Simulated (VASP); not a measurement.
Runs of VASP 6.6.1 on Cd. The structure is that of space group P6/mmm (No. 191), or close to it. The cells are those of the table. 

```tsv
cell	k mesh	gap on the mesh (eV)	pressure (GPa)
a = 5.007, b = 5.007, c = 3.020 Å, angles 90.0, 90.0, 120.0°, 3 atoms	8 × 8 × 11	none	5.8
a = 5.154, b = 5.154, c = 3.108 Å, angles 90.0, 90.0, 120.0°, 3 atoms	8 × 8 × 11	none	1.5
a = 5.426, b = 5.426, c = 3.272 Å, angles 90.0, 90.0, 120.0°, 3 atoms	8 × 8 × 11	none	(b)
a = 5.225, b = 5.225, c = 3.151 Å, angles 90.0, 90.0, 120.0°, 3 atoms	7 × 7 × 10	none	0.2
a = 5.293, b = 5.293, c = 3.193 Å, angles 90.0, 90.0, 120.0°, 3 atoms	8 × 8 × 11	none	(a)
```

Alike in all rows: task single point; level revPBE; potentials or basis VASP PAW PBE potentials, release 64 (Cd); no spin polarisation; cutoff (eV) 520; smearing fermi-dirac 0.1 eV.

Q: Fill in the values left out.

A: (a) -0.8; (b) -2.0.

Caveats: the PAW data sets were made with another functional, which shifts forces and pressure a little.

A k mesh can miss the band edges, and the runs leave out spin-orbit coupling on Cd.

A gap of «none» marks levels without a gap at the run's occupations.
